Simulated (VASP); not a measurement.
# MgO (P3m1) in VASP: single point with PBEsol

Aim: the single point of MgO with PBEsol.

Everything below comes from runs of VASP 6.6.1. Logs are shortened: lines on timing, memory, paths and dates and some standing lists are left out, and cuts for length are marked.

## (1) The cell of the first run

It takes space group P3m1 (No. 156, trigonal). Conventional cell: a = 3.486 Å, b = 3.486 Å, c = 4.178 Å, α = 90.00°, β = 90.00°, γ = 120.00°. Within 2.6 Å of Mg (site symmetry 3m) lie 5 O at 1.94 to 2.24 Å. Within 2.7 Å of Mg (site symmetry 3m) lie 5 O at 2.02 to 2.09 Å. Within 2.6 Å of O (site symmetry 3m) lie 5 Mg at 1.94 to 2.24 Å. Within 2.7 Å of O (site symmetry 3m) lie 5 Mg at 2.01 to 2.09 Å.

## (2) Single point, PBEsol (one atom moved)

Contents of INCAR:

```
SYSTEM = MgO
  PREC = Accurate
  ENCUT = 520
  EDIFF = 1E-7
  ISMEAR = 0
  SIGMA = 0.02
  LREAL = .False.
  LASPH = .True.
  NELM = 60
  ALGO = Normal
  ISIF = 2
  LWAVE = .False.
  LCHARG = .True.
  GGA = PS
  LELF = .True.
  LVHAR = .True.
  NBANDS = 16
```

Contents of KPOINTS:

```
regular mesh
0
Gamma
  9 9 6
  0 0 0
```

Contents of POSCAR:

```
MgO
1.0
    3.4863778627      0.0000000000      0.0000000000
   -1.7431889314      3.0192917963      0.0000000000
    0.0000000000      0.0000000000      4.1780412200
Mg O
2 2
Direct
    0.6666666700      0.3333333300      0.7500000000
    0.3333333300      0.6666666700      0.2500000000
    0.6666666700      0.3333333300      0.2859019914
    0.3333333300      0.6666666700      0.7500000000
```

Potentials or basis: VASP PAW PBE potentials, release 64 (Mg, O).

On the command line:

```bash
$ cat potpaw_PBE.64/Mg/POTCAR potpaw_PBE.64/O/POTCAR > POTCAR
$ mpirun -np 1 vasp_std > vasp.out
```

OUTCAR:

```text
SYSTEM = MgO
   PREC = Accurate
   ENCUT = 520
   EDIFF = 1E-7
   ISMEAR = 0
   LREAL = .False.
   LASPH = .True.
   NELM = 60
   ISIF = 2
   GGA = PS

 ion  position               nearest neighbor table
   1  0.667  0.333  0.750-   3 1.94   4 2.01   4 2.01   4 2.01   3 2.24   2 2.90   2 2.90   2 2.90
                             2 2.90   2 2.90   2 2.90
   2  0.333  0.667  0.250-   3 2.02   3 2.02   3 2.02   4 2.09   4 2.09   1 2.90   1 2.90   1 2.90
                             1 2.90   1 2.90   1 2.90
   3  0.667  0.333  0.286-   1 1.94   2 2.02   2 2.02   2 2.02   1 2.24
   4  0.333  0.667  0.750-   1 2.01   1 2.01   1 2.01   2 2.09   2 2.09

  LATTYP: Found a hexagonal cell.
 ALAT       =     3.4863778627
 C/A-ratio  =     1.1983902447

  Lattice vectors:

 A1 = (   3.4863778627,   0.0000000000,   0.0000000000)
 A2 = (  -1.7431889314,   3.0192917963,   0.0000000000)
 A3 = (   0.0000000000,   0.0000000000,   4.1780412200)

Analysis of symmetry for initial positions (statically):
=====================================================================
 Subroutine PRICEL returns:
 Original cell was already a primitive cell.

 Routine SETGRP: Setting up the symmetry group for a
 hexagonal supercell.

 Subroutine GETGRP returns: Found  6 space group operations
 (whereof  6 operations were pure point group operations)
 out of a pool of 24 trial point group operations.

The static configuration has the point symmetry C_3v.

Analysis of symmetry for dynamics (positions and initial velocities):
=====================================================================
 Subroutine PRICEL returns:
 Original cell was already a primitive cell.

 Routine SETGRP: Setting up the symmetry group for a
 hexagonal supercell.

 Subroutine GETGRP returns: Found  6 space group operations
 (whereof  6 operations were pure point group operations)
 out of a pool of 24 trial point group operations.

The dynamic configuration has the point symmetry C_3v.

 Subroutine INISYM returns: Found  6 space group operations
 (whereof  6 operations are pure point group operations),
 and found     1 'primitive' translations

----------------------------------------------------------------------------------------

                                     Primitive cell

  volume of cell :      43.9797

  direct lattice vectors                    reciprocal lattice vectors
     3.486377863  0.000000000  0.000000000     0.286830642  0.165601748  0.000000000
    -1.743188931  3.019291796  0.000000000     0.000000000  0.331203497  0.000000000
     0.000000000  0.000000000  4.178041220     0.000000000  0.000000000  0.239346609

[... 93 lines left out ...]
   ISIF   =      2    stress and relaxation
   ISYM   =      2    0-nonsym 1-usesym 2-fastsym
   POTIM  = 0.5000    time-step for ionic-motion
   TEBEG  =    0.0;   TEEND  =   0.0 temperature during run
   PSTRESS=    0.0 pullay stress
   NELECT =      16.0000    total number of electrons
   NUPDOWN=      -1.0000    fix difference up-down
   EMIN   =  10.00;   EMAX   =-10.00  energy-range for DOS
   EFERMI =   0.00;   METHOD = LEGACY
   ISMEAR =     0;   SIGMA  =   0.02  broadening in eV -4-tet -1-fermi 0-gaus
   EFERMI_NEDOS =   21; number of points for ismear=-14 and -15
   IALGO  =     38    algorithm
   IMIX   =      4    mixing-type and parameters
     AMIX     =   0.40;   BMIX     =  1.00
     AMIX_MAG =   1.60;   BMIX_MAG =  1.00
  volume/ion in A,a.u.               =      10.99        74.20
  Fermi-wavevector in a.u.,A,eV,Ry     =   1.168685  2.208494 18.583167  1.365824
  Thomas-Fermi vector in A             =   2.305168
   LORBIT       =      0    0 simple, 1 ext, 2 COOP (PROOUT), +10 PAW based schemes
   GGA     = PS    functional components
   LHFCALC =     F    Hartree Fock is set to
   AEXX    =    0.0000 exact exchange contribution
   IVDW    =     0    specifies the selected vdW correction
   LEPSILON=     F    determine dielectric tensor
   LRPA    =     F    only Hartree local field effects (RPA)
 non-spin polarized calculation
 Gauss-broadening in eV      SIGMA  =   0.02
  energy-cutoff  :      520.00
  volume of cell :       43.98
 maximum number of plane-waves:      1204
 NGX is ok and might be reduce to    28
   NGX = 13   NGY = 13   NGZ = 15

 number of electron      15.9999998 magnetization

 Free energy of the ion-electron system (eV)
  ---------------------------------------------------
  ext. energy  EPLUGINS =         0.00000000
  ---------------------------------------------------
  free energy    TOTEN  =       -24.62623186 eV

  energy without entropy =      -24.62623186  energy(sigma->0) =      -24.62623186

 E-fermi :   1.9921     XC(G=0): -10.3109

 val. band max:        1.8453846284   @ k =   0.0000   0.0000   0.0000
 cond. band min:       5.1651016346   @ k =   0.0000   0.0000   0.0000
 fundamental gap:      3.3197170062
 Fermi energy:         1.9920505895

 k-point     1 :       0.0000    0.0000    0.0000
  band No.  band energies     occupation
      1     -14.9976      2.00000
      2     -13.5388      2.00000
      3      -1.7937      2.00000
      4       0.1237      2.00000
      5       0.1237      2.00000
      6       1.0926      2.00000
[... 433 lines left out ...]
      3      -1.4902      2.00000
      4      -0.9052      2.00000
      5      -0.1437      2.00000
      6      -0.0163      2.00000
[... 8 lines left out ...]
     15      16.3347      0.00000
     16      17.0659      0.00000

 [... further k-points ...]

------------------------ aborting loop because EDIFF is reached ----------------------------------------

  FORCE on cell =-STRESS in cart. coord.  units (eV):
  Direction    XX          YY          ZZ          XY          YZ          ZX
  --------------------------------------------------------------------------------------
  -------------------------------------------------------------------------------------
  Total        0.1801808      0.1801808      1.1964672     -0.0000000      0.0000000      0.0000000
  in kB        6.5639720      6.5639720     43.5872132     -0.0000000      0.0000000      0.0000000
  external PRESSURE =      18.9050524 kB  Pullay stress =       0.0000000 kB

 VOLUME and BASIS-vectors are now :
 -----------------------------------------------------------------------------
  energy-cutoff  :      520.00
  volume of cell :       43.98
      direct lattice vectors                 reciprocal lattice vectors
     3.486377863  0.000000000  0.000000000     0.286830642  0.165601748  0.000000000
    -1.743188931  3.019291796  0.000000000     0.000000000  0.331203497  0.000000000
     0.000000000  0.000000000  4.178041220     0.000000000  0.000000000  0.239346609

 POSITION                                       TOTAL-FORCE (eV/Angst)
 -----------------------------------------------------------------------------------
      1.74319      1.00643      3.13353         0.000000     -0.000000      0.615673
     -0.00000      2.01286      1.04451         0.000000     -0.000000      0.324613
      1.74319      1.00643      1.19451        -0.000000     -0.000000     -1.830898
     -0.00000      2.01286      3.13353         0.000000      0.000000      0.890612
 -----------------------------------------------------------------------------------
    total drift:                                0.000000     -0.000000      0.000428

  FREE ENERGIE OF THE ION-ELECTRON SYSTEM (eV)
  ---------------------------------------------------
  free  energy   TOTEN  =       -24.6262318623 eV

  energy  without entropy=      -24.6262318623  energy(sigma->0) =      -24.62623186
```

stdout:

```text
POSCAR found type information on POSCAR MgO
 POSCAR found :  2 types and       4 ions
 scaLAPACK will be used
 -----------------------------------------------------------------------------
|                                                                             |
|                                                                             |
|     You enforced a specific xc type in the INCAR file but a different       |
|     I HOPE YOU KNOW WHAT YOU ARE DOING!                                     |
|                                                                             |
 -----------------------------------------------------------------------------

 LDA part: xc-table for (Slater+PW92), standard interpolation
 POSCAR, INCAR and KPOINTS ok, starting setup
 FFT: planning ... GRIDC
 FFT: planning ... GRID_SOFT
 FFT: planning ... GRID
 WAVECAR not read
 entering main loop
```

Wall time 24 s (1 thread of Intel Xeon Platinum 8488C (Sapphire Rapids), shared host); peak memory 0.18 GiB.

Results:

| Item | Value |
| --- | --- |
| Free energy | -24.6262 eV |
| Pressure | 1.9 GPa |
| Largest force | 1.831 eV/Å |
| Band gap on the k mesh | 3.32 eV, direct |

Forces in eV/Å, atoms in the order of the input:
```
Mg   0.000  0.000  0.616
Mg   0.000  0.000  0.325
O    0.000  0.000 -1.831
O    0.000  0.000  0.891
```

Caveat: the cell differs from its parent crystal (one atom moved); the PAW data sets were made with another functional, which shifts forces and pressure a little.
